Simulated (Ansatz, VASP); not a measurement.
Al in VASP and in Ansatz

The input POSCAR:

```
Al
1.0
   -1.5805390481      1.5805390481      1.5805390481
    1.5805390481     -1.5805390481      1.5805390481
    1.5805390481      1.5805390481     -1.5805390481
Al
1
Direct
    0.0000000000      0.0000000000      0.0000000000
```

INCAR.step1

```
PREC = Accurate
ENCUT = 520
EDIFF = 1E-5
ISMEAR = -1
SIGMA = 0.05
LREAL = False
LASPH = True
NELM = 100
ALGO = Normal
ISIF = 2
LWAVE = True
LCHARG = False
NBANDS = 8
GGA = PE
```

The input INCAR.step2:

```
PREC = Accurate
ENCUT = 520
EDIFF = 1E-6
ISMEAR = -1
SIGMA = 0.05
LREAL = False
LASPH = True
NELM = 100
ALGO = Normal
ISIF = 2
LWAVE = False
LCHARG = False
GGA = PE
LHFCALC = True
AEXX = 0.25
PRECFOCK = Normal
NBANDS = 8
ISTART = 1
```

The input KPOINTS:

```
regular mesh
0
Gamma
  8 8 8
```

input

```
crystal:
  lattice:
    - [-1.5805390481, 1.5805390481, 1.5805390481]
    - [1.5805390481, -1.5805390481, 1.5805390481]
    - [1.5805390481, 1.5805390481, -1.5805390481]
  atoms:
    - { symbol: Al, position: [0.0, 0.0, 0.0] }
hamiltonian:
  xc: pbe0
  pseudopotentials: { kind: paw }
kpoints:
  mp_grid: { grid: [8, 8, 8] }
scf:
  occupations: { method: fermi_dirac, width: 0.05 }
output:
  forces: true
  stress: true
  eigenvalues: true
```

Alike in both runs: task single point; functional PBE0; k mesh 8 × 8 × 8; occupations fermi-dirac, width 0.05 eV; no spin polarisation.

|  | VASP | Ansatz |
| --- | --- | --- |
| version | VASP 6.6.1 | Ansatz 0.2.0 |
| potentials or method | VASP PAW PBE potentials, release 64 (Al) | Ansatz PAW |
| plane-wave cutoff (eV) | 520 | 420 |
| valence electrons in the cell | 3 | 3 |

```tsv
	VASP	Ansatz	Ansatz less VASP
gap on the k mesh at the Fermi level (eV)	none	none	-
pressure (GPa)	4.1	4.0	-0.10
```

A gap of «none» marks a metal or a gap that the smearing closes.
